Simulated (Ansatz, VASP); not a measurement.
**Two plane-wave programs on KBr**

```xyz
2
Lattice="4.0835 0.0000 0.0000 0.0000 4.0835 0.0000 0.0000 0.0000 4.0835" Properties=species:S:1:pos:R:3 pbc="T T T"
K     0.0000    0.0000    0.0000
Br    2.0418    2.0418    2.0418
```

Alike in both runs: task single point; functional PBE; k mesh 6 × 6 × 6; no spin polarisation.

|  | VASP | Ansatz |
| --- | --- | --- |
| version | VASP 6.6.1 | Ansatz 0.2.0 |
| potentials or method | VASP PAW PBE potentials, release 64 (K_sv, Br) | plane waves, PAW |
| plane-wave cutoff (eV) | 520 | 420 |
| occupations | gaussian, width 0.01 eV | fixed |
| valence electrons in the cell | 16 | 16 |

```csv
,VASP,Ansatz,Ansatz less VASP
gap on the k mesh at the Fermi level (eV),3.78,3.78,0.000
pressure (GPa),-0.5,-0.5,-0.02
```
